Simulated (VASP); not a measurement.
# Ga7Sb7H18 in VASP: single point with PBEsol

Aim: the single point of Ga7Sb7H18 with PBEsol.

Everything below comes from runs of VASP 6.6.1. Logs are shortened: lines on timing, memory, paths and dates and some standing lists are left out, and cuts for length are marked.

### 1 The cell of the first run

The cell holds a wire or tube with vacuum around it, 32 atoms: a = 17.100 Å, b = 16.400 Å, c = 10.585 Å, α = 90.00°, β = 90.00°, γ = 90.00°.

### 2 Single point, PBEsol

INCAR

```
ALGO = Normal
EDIFF = 1E-7
ENCUT = 520
GGA = PS
ISIF = 2
ISMEAR = 0
LASPH = T
LCHARG = F
LREAL = Auto
LWAVE = F
NBANDS = 94
NELM = 80
PREC = Accurate
SIGMA = 0.05
```

KPOINTS

```
k-points
0
Gamma
  1 1 5
```

POSCAR

```
Ga7Sb7H18
1.0
   17.1000000000      0.0000000000      0.0000000000
    0.0000000000     16.4000000000      0.0000000000
    0.0000000000      0.0000000000     10.5849583332
Ga Sb H
7 7 18
Direct
    0.4961405478      0.5000000000      0.0000000000
    0.3502400445      0.5000000000      0.3333333333
    0.6420410510      0.5000000000      0.6666666667
    0.5690907994      0.3682533188      0.3333333333
    0.4231902962      0.6317466812      0.6666666667
    0.5690907994      0.6317466812      0.3333333333
    0.4231902962      0.3682533188      0.6666666667
    0.5690907994      0.6317466812      0.0833333333
    0.4231902962      0.3682533188      0.4166666667
    0.5690907994      0.3682533188      0.0833333333
    0.4231902962      0.6317466812      0.4166666667
    0.3502400445      0.5000000000      0.0833333333
    0.6420410510      0.5000000000      0.4166666667
    0.4961405478      0.5000000000      0.7500000000
    0.5219503473      0.7168813857      0.0294833339
    0.6633717036      0.6317466812      0.0294833339
    0.3760498441      0.2831186143      0.3628166673
    0.2636780448      0.5000000000      0.3827745609
    0.6853220509      0.4218353883      0.7161078942
    0.6853220509      0.5781646117      0.7161078942
    0.5219503473      0.2831186143      0.0294833339
    0.6633717036      0.3682533188      0.0294833339
    0.3760498441      0.7168813857      0.3628166673
    0.6123717993      0.2900887071      0.3827745609
    0.3366282964      0.6317466812      0.7161078942
    0.4664712960      0.7099112929      0.7161078942
    0.3030995925      0.4148652955      0.0294833339
    0.3030995925      0.5851347045      0.0294833339
    0.7363219552      0.5000000000      0.3628166673
    0.6123717993      0.7099112929      0.3827745609
    0.3366282964      0.3682533188      0.7161078942
    0.4664712960      0.2900887071      0.7161078942
```

Potentials or basis: VASP PAW PBE potentials, release 64 (Ga_d, Sb, H).

The run is started by

```console
> cat potpaw_PBE.64/Ga_d/POTCAR potpaw_PBE.64/Sb/POTCAR potpaw_PBE.64/H/POTCAR > POTCAR
> mpirun -np 1 vasp_std > vasp.out
```

OUTCAR:

```text
EDIFF = 1E-7
   ENCUT = 520
   GGA = PS
   ISIF = 2
   ISMEAR = 0
   LASPH = T
   LREAL = Auto
   NELM = 80
   PREC = Accurate

 ion  position               nearest neighbor table
   1  0.496  0.500  0.000-   8 2.65  10 2.65  14 2.65  12 2.65
   2  0.350  0.500  0.333-  18 1.57  12 2.65   9 2.65  11 2.65
   3  0.642  0.500  0.667-  19 1.57  20 1.57  14 2.65  13 2.65
   4  0.569  0.368  0.333-  24 1.57   9 2.65  13 2.65  10 2.65
   5  0.423  0.632  0.667-  26 1.57  25 1.57  14 2.65  11 2.65
   6  0.569  0.632  0.333-  30 1.57  11 2.65  13 2.65   8 2.65
   7  0.423  0.368  0.667-  32 1.57  31 1.57  14 2.65   9 2.65
   8  0.569  0.632  0.083-  15 1.71  16 1.71   1 2.65   6 2.65
   9  0.423  0.368  0.417-  17 1.71   4 2.65   7 2.65   2 2.65
  10  0.569  0.368  0.083-  21 1.71  22 1.71   1 2.65   4 2.65
  11  0.423  0.632  0.417-  23 1.71   6 2.65   5 2.65   2 2.65
  12  0.350  0.500  0.083-  27 1.71  28 1.71   2 2.65   1 2.65
  13  0.642  0.500  0.417-  29 1.71   6 2.65   4 2.65   3 2.65
  14  0.496  0.500  0.750-   3 2.65   5 2.65   7 2.65   1 2.65
  15  0.522  0.717  0.029-   8 1.71
  16  0.663  0.632  0.029-   8 1.71
  17  0.376  0.283  0.363-   9 1.71
  18  0.264  0.500  0.383-   2 1.57
  19  0.685  0.422  0.716-   3 1.57
  20  0.685  0.578  0.716-   3 1.57
[... 10 lines left out ...]
  31  0.337  0.368  0.716-   7 1.57
  32  0.466  0.290  0.716-   7 1.57

  LATTYP: Found a simple orthorhombic cell.
 ALAT       =    10.5849583332
 B/A-ratio  =     1.5493684041
 C/A-ratio  =     1.6154999823

  Lattice vectors:

 A1 = (   0.0000000000,   0.0000000000, -10.5849583332)
 A2 = (   0.0000000000,  16.4000000000,   0.0000000000)
 A3 = (  17.1000000000,   0.0000000000,   0.0000000000)

Analysis of symmetry for initial positions (statically):
=====================================================================
 Subroutine PRICEL returns:
 Original cell was already a primitive cell.

 Routine SETGRP: Setting up the symmetry group for a
 simple orthorhombic supercell.

 Subroutine GETGRP returns: Found  2 space group operations
 (whereof  2 operations were pure point group operations)
 out of a pool of  8 trial point group operations.

The static configuration has the point symmetry C_1h.

Analysis of symmetry for dynamics (positions and initial velocities):
=====================================================================
 Subroutine PRICEL returns:
 Original cell was already a primitive cell.

 Routine SETGRP: Setting up the symmetry group for a
 simple orthorhombic supercell.

 Subroutine GETGRP returns: Found  2 space group operations
 (whereof  2 operations were pure point group operations)
 out of a pool of  8 trial point group operations.

The dynamic configuration has the point symmetry C_1h.

 Subroutine INISYM returns: Found  2 space group operations
 (whereof  2 operations are pure point group operations),
 and found     1 'primitive' translations

----------------------------------------------------------------------------------------

                                     Primitive cell

  volume of cell :    2968.4457

  direct lattice vectors                    reciprocal lattice vectors
    17.100000000  0.000000000  0.000000000     0.058479532  0.000000000  0.000000000
     0.000000000 16.400000000  0.000000000     0.000000000  0.060975610  0.000000000
     0.000000000  0.000000000 10.584958333     0.000000000  0.000000000  0.094473683

  length of vectors
    17.100000000 16.400000000 10.584958333     0.058479532  0.060975610  0.094473683

  position of ions in fractional coordinates (direct lattice)
     0.496140548  0.500000000  0.000000000
     0.350240044  0.500000000  0.333333333
     0.642041051  0.500000000  0.666666667
     0.569090799  0.368253319  0.333333333
     0.423190296  0.631746681  0.666666667
     0.569090799  0.631746681  0.333333333
[... 24 lines left out ...]
     0.336628296  0.368253319  0.716107894
     0.466471296  0.290088707  0.716107894

  ion indices of the primitive-cell ions
   primitive index   ion index
                 1           1
                 2           2
                 3           3
                 4           4
                 5           5
                 6           6
[... 24 lines left out ...]
                31          31
                32          32

----------------------------------------------------------------------------------------

 KPOINTS: k-points

Automatic generation of k-mesh.
 Grid dimensions read from file:
 generate k-points for:    1    1    5

 Generating k-lattice:

  Cartesian coordinates                     Fractional coordinates (reciprocal lattice)
     0.058479532  0.000000000  0.000000000     1.000000000  0.000000000  0.000000000
     0.000000000  0.060975610  0.000000000     0.000000000  1.000000000  0.000000000
     0.000000000  0.000000000  0.018894737     0.000000000  0.000000000  0.200000000

  Length of vectors
     0.058479532  0.060975610  0.018894737

  Shift w.r.t. Gamma in fractional coordinates (k-lattice)
     0.000000000  0.000000000  0.000000000

 Subroutine IBZKPT returns following result:
 ===========================================

 Found      3 irreducible k-points:

 Following reciprocal coordinates:
            Coordinates               Weight
  0.000000  0.000000  0.000000      1.000000
  0.000000  0.000000  0.200000      2.000000
  0.000000  0.000000  0.400000      2.000000
   k-points           NKPTS =      3   k-points in BZ     NKDIM =      3   number of bands    NBANDS=     94
   number of dos      NEDOS =    301   number of ions     NIONS =     32
   total plane-waves  NPLWV = ******
   dimension x,y,z NGX =   128 NGY =  126 NGZ =   80
   dimension x,y,z NGXF=   256 NGYF=  252 NGZF=  160
   ions per type =               7   7  18
   NGX,Y,Z   is equivalent  to a cutoff of  12.44, 12.77, 12.56 a.u.
   NGXF,Y,Z  is equivalent  to a cutoff of  24.89, 25.55, 25.13 a.u.
 SYSTEM =  unknown system
   PREC   = accura    normal or accurate (medium, high low for compatibility)
   ISTART =      0    job   : 0-new  1-cont  2-samecut
   ICHARG =      2    charge: 1-file 2-atom 10-const
   ISPIN  =      1    spin polarized calculation?
   LNONCOLLINEAR =      F non collinear calculations
   LSORBIT =      F    spin-orbit coupling
   LASPH  =      T    aspherical Exc in radial PAW
   ENCUT  =  520.0 eV  38.22 Ry    6.18 a.u.  31.79 30.49 19.68*2*pi/ulx,y,z
   NELM   =     80;   NELMIN=  2; NELMDL= -5     # of ELM steps
   EDIFF  = 0.1E-06   stopping-criterion for ELM
   LREAL  =      T    real-space projection
   EDIFFG = 0.1E-05   stopping-criterion for IOM
   NSW    =      0    number of steps for IOM
   IBRION =     -1    ionic relax: 0-MD 1-quasi-New 2-CG
   NFREE  =      0    steps in history (QN), initial steepest desc. (CG)
   ISIF   =      2    stress and relaxation
   ISYM   =      2    0-nonsym 1-usesym 2-fastsym
   POTIM  = 0.5000    time-step for ionic-motion
   TEBEG  =    0.0;   TEEND  =   0.0 temperature during run
   PSTRESS=    0.0 pullay stress
   NELECT =     144.0000    total number of electrons
   NUPDOWN=      -1.0000    fix difference up-down
   EMIN   =  10.00;   EMAX   =-10.00  energy-range for DOS
   EFERMI =   0.00;   METHOD = LEGACY
   ISMEAR =     0;   SIGMA  =   0.05  broadening in eV -4-tet -1-fermi 0-gaus
   EFERMI_NEDOS =   21; number of points for ismear=-14 and -15
   IALGO  =     38    algorithm
   IMIX   =      4    mixing-type and parameters
     AMIX     =   0.40;   BMIX     =  1.00
     AMIX_MAG =   1.60;   BMIX_MAG =  1.00
  volume/ion in A,a.u.               =      92.76       626.00
  Fermi-wavevector in a.u.,A,eV,Ry     =   0.597062  1.128283  4.850243  0.356483
  Thomas-Fermi vector in A             =   1.647645
   LORBIT       =      0    0 simple, 1 ext, 2 COOP (PROOUT), +10 PAW based schemes
   GGA     = PS    functional components
   LHFCALC =     F    Hartree Fock is set to
   AEXX    =    0.0000 exact exchange contribution
   IVDW    =     0    specifies the selected vdW correction
   LEPSILON=     F    determine dielectric tensor
   LRPA    =     F    only Hartree local field effects (RPA)
 non-spin polarized calculation
 Gauss-broadening in eV      SIGMA  =   0.05
  energy-cutoff  :      520.00
  volume of cell :     2968.45
 maximum number of plane-waves:     79957
 NGX is ok and might be reduce to   126
   NGX = 63   NGY = 61   NGZ = 39

 number of electron     143.9999983 magnetization

 Free energy of the ion-electron system (eV)
  ---------------------------------------------------
  ext. energy  EPLUGINS =         0.00000000
  ---------------------------------------------------
  free energy    TOTEN  =      -107.02293293 eV

  energy without entropy =     -107.02293293  energy(sigma->0) =     -107.02293293

 E-fermi :  -3.9395     XC(G=0):  -2.1628

 val. band max:       -4.2362246809   @ k =   0.0000   0.0000   0.4000
 cond. band min:      -1.7874143041   @ k =   0.0000   0.0000   0.0000
 fundamental gap:      2.4488103768
 Fermi energy:        -3.9395115406

 k-point     1 :       0.0000    0.0000    0.0000
  band No.  band energies     occupation
      1     -18.6363      2.00000
      2     -18.6362      2.00000
      3     -18.6102      2.00000
      4     -18.5771      2.00000
      5     -18.5771      2.00000
      6     -17.9546      2.00000
[... 76 lines left out ...]
     83      -0.1313      0.00000
     84      -0.1297      0.00000

 k-point     2 :       0.0000    0.0000    0.2000
  band No.  band energies     occupation
      1     -18.6363      2.00000
      2     -18.6362      2.00000
      3     -18.6102      2.00000
      4     -18.5771      2.00000
      5     -18.5771      2.00000
      6     -17.9546      2.00000
[... 76 lines left out ...]
     83      -0.1190      0.00000
     84      -0.1171      0.00000

 k-point     3 :       0.0000    0.0000    0.4000
  band No.  band energies     occupation
      1     -18.6363      2.00000
      2     -18.6362      2.00000
      3     -18.6102      2.00000
      4     -18.5771      2.00000
      5     -18.5771      2.00000
      6     -17.9546      2.00000
[... 76 lines left out ...]
     83      -0.1126      0.00000
     84      -0.1096      0.00000
 [bands above 84 left out]

------------------------ aborting loop because EDIFF is reached ----------------------------------------

  FORCE on cell =-STRESS in cart. coord.  units (eV):
  Direction    XX          YY          ZZ          XY          YZ          ZX
  --------------------------------------------------------------------------------------
  -------------------------------------------------------------------------------------
  Total       -2.5533240     -2.5667142     -1.4891975      0.0000000      0.0000000     -0.0028076
  in kB       -1.3781212     -1.3853483     -0.8037737      0.0000000      0.0000000     -0.0015154
  external PRESSURE =      -1.1890811 kB  Pullay stress =       0.0000000 kB

 VOLUME and BASIS-vectors are now :
 -----------------------------------------------------------------------------
  energy-cutoff  :      520.00
  volume of cell :     2968.45
      direct lattice vectors                 reciprocal lattice vectors
    17.100000000  0.000000000  0.000000000     0.058479532  0.000000000  0.000000000
     0.000000000 16.400000000  0.000000000     0.000000000  0.060975610  0.000000000
     0.000000000  0.000000000 10.584958333     0.000000000  0.000000000  0.094473683

 POSITION                                       TOTAL-FORCE (eV/Angst)
 -----------------------------------------------------------------------------------
      8.48400      8.20000      0.00000        -0.000230     -0.000000     -1.205096
      5.98910      8.20000      3.52832        -0.533896     -0.000000      0.340251
     10.97890      8.20000      7.05664         0.391675     -0.000000      0.765175
      9.73145      6.03935      3.52832         0.268807     -0.464490      0.340716
      7.23655     10.36065      7.05664        -0.194818      0.340367      0.764578
      9.73145     10.36065      3.52832         0.268807      0.464490      0.340716
[... 24 lines left out ...]
      5.75634      6.03935      7.57997        -0.101131      0.173246     -0.200000
      7.97666      4.75745      7.57997         0.200198     -0.000456     -0.200144
 -----------------------------------------------------------------------------------
    total drift:                                0.000665      0.000000     -0.009142

  FREE ENERGIE OF THE ION-ELECTRON SYSTEM (eV)
  ---------------------------------------------------
  free  energy   TOTEN  =      -107.0229329252 eV

  energy  without entropy=     -107.0229329252  energy(sigma->0) =     -107.02293293
```

It took 35 min on 1 thread of Intel Xeon Platinum 8488C (Sapphire Rapids), shared host; peak memory 2.3 GiB.

What came out:

```yaml
Free_energy: -107.0229 eV
Largest_force: 1.205 eV/Å
Band_gap_on_the_k_mesh: 2.45 eV (least direct gap 2.46 eV)
```

Forces in eV/Å, atoms in the order of the input:
```
Ga   0.000  0.000 -1.205
Ga  -0.534  0.000  0.340
Ga   0.392  0.000  0.765
Ga   0.269 -0.464  0.341
Ga  -0.195  0.340  0.765
Ga   0.269  0.464  0.341
Ga  -0.195 -0.340  0.765
Sb  -0.264 -0.455  0.686
Sb   0.425  0.736  0.002
Sb  -0.264  0.455  0.686
Sb   0.425 -0.736  0.002
Sb   0.520  0.000  0.684
Sb  -0.844  0.000  0.004
Sb   0.000  0.000 -0.757
H    0.243 -0.048 -0.246
H   -0.163  0.186 -0.246
H   -0.006 -0.010 -0.124
H    0.045  0.000 -0.123
H   -0.100 -0.174 -0.200
H   -0.100  0.174 -0.200
H    0.243  0.048 -0.246
H   -0.163 -0.186 -0.246
H   -0.006  0.010 -0.124
H   -0.023  0.040 -0.123
H   -0.101 -0.173 -0.200
H    0.200  0.000 -0.200
H   -0.080  0.234 -0.246
H   -0.080 -0.234 -0.246
H    0.011  0.000 -0.124
H   -0.023 -0.040 -0.123
H   -0.101  0.173 -0.200
H    0.200  0.000 -0.200
```

Levels at points of the mesh, in eV from the valence-band top:
| k point | band 70 | band 71 | band 72 | band 73 | band 74 | band 75 |
| --- | --- | --- | --- | --- | --- | --- |
| (0.00, 0.00, 0.00) | -0.08 | -0.01 | -0.01 | 2.45 | 3.03 | 3.03 |

Caveat: the PAW data sets were made with another functional, which shifts forces and pressure a little; spin-orbit coupling is left out, which moves the levels of the heavy elements.
